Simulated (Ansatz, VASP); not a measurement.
# Zn4Se3S: VASP beside Ansatz

POSCAR

```
Zn4Se3S
1.0
    5.4814435757      0.0000000000      0.0000000000
    0.0000000000      5.4814435757      0.0000000000
    0.0000000000      0.0000000000      5.4814435757
S Zn Se
1 4 3
Direct
    0.0000000000      0.0000000000      0.0000000000
    0.7564764079      0.7564764079      0.7564764079
    0.2435235921      0.2435235921      0.7564764079
    0.2435235921      0.7564764079      0.2435235921
    0.7564764079      0.2435235921      0.2435235921
    0.5000000000      0.5000000000      0.0000000000
    0.5000000000      0.0000000000      0.5000000000
    0.0000000000      0.5000000000      0.5000000000
```

File INCAR.step1:

```
PREC     = Accurate       # precision mode
ENCUT    = 520            # plane-wave cutoff, eV
ISMEAR   = 0              # smearing method
SIGMA    = 0.01           # smearing width, eV
LREAL    = False          # projectors in reciprocal space
LASPH    = True           # aspherical terms in the spheres
NELM     = 80             # most SCF steps
NBANDS   = 46             # bands
GGA      = PE             # functional
ALGO     = Normal         # electronic algorithm
EDIFF    = 1E-4           # SCF threshold, eV
LWAVE    = True           # write WAVECAR
LCHARG   = False          # write CHGCAR
```

Contents of INCAR.step2:

```
PREC     = Accurate       # precision mode
ENCUT    = 520            # plane-wave cutoff, eV
EDIFF    = 1E-7           # SCF threshold, eV
ISMEAR   = 0              # smearing method
SIGMA    = 0.01           # smearing width, eV
LREAL    = False          # projectors in reciprocal space
LASPH    = True           # aspherical terms in the spheres
NELM     = 80             # most SCF steps
ALGO     = Normal         # electronic algorithm
ISIF     = 2              # what is computed and relaxed
LWAVE    = False          # write WAVECAR
LCHARG   = True           # write CHGCAR
METAGGA  = R2SCAN         # meta-GGA
LMIXTAU  = True         
LELF     = True           # ELF
LVHAR    = True         
NBANDS   = 46             # bands
ISTART   = 1
```

The input KPOINTS:

```
Automatic mesh
0
Gamma
  4 4 4
```

Input for Ansatz:

```yaml
crystal:
  lattice:
    - [5.4814435757, 0.0, 0.0]
    - [0.0, 5.4814435757, 0.0]
    - [0.0, 0.0, 5.4814435757]
  atoms:
    - { symbol: S, position: [0.0, 0.0, 0.0] }
    - { symbol: Zn, position: [0.7564764079, 0.7564764079, 0.7564764079] }
    - { symbol: Se, position: [0.5, 0.5, 0.0] }
    - { symbol: Zn, position: [0.2435235921, 0.2435235921, 0.7564764079] }
    - { symbol: Se, position: [0.5, 0.0, 0.5] }
    - { symbol: Zn, position: [0.2435235921, 0.7564764079, 0.2435235921] }
    - { symbol: Se, position: [0.0, 0.5, 0.5] }
    - { symbol: Zn, position: [0.7564764079, 0.2435235921, 0.2435235921] }
kpoints:
  mp_grid: { grid: [4, 4, 4] }
hamiltonian:
  xc: r2scan
scf:
  occupations: { method: fixed }
  n_extra_bands: 6
output:
  forces: true
  stress: true
  eigenvalues: true
```

Alike in both runs: task single point; functional r2SCAN; k mesh 4 × 4 × 4; no spin polarisation.

|  | VASP | Ansatz |
| --- | --- | --- |
| version | VASP 6.6.1 | Ansatz 0.2.0 |
| potentials or method | VASP PAW PBE potentials, release 64 (S, Zn, Se) | plane waves, PAW |
| plane-wave cutoff (eV) | 520 | 500 |
| occupations | gaussian, width 0.01 eV | fixed |
| valence electrons in the cell | 72 | 102 |

```csv
,VASP,Ansatz,Ansatz less VASP
gap on the k mesh at the Fermi level (eV),2.29,2.28,-0.009
pressure (GPa),5.1,4.9,-0.23
rms of the force components (eV/Å),0.012,0.014,+0.0024
```

VASP's potentials were made for PBE, not for r2SCAN. VASP's potentials hold 72 valence electrons a cell and Ansatz's 102, so a difference there can come from the potentials and not from the codes.
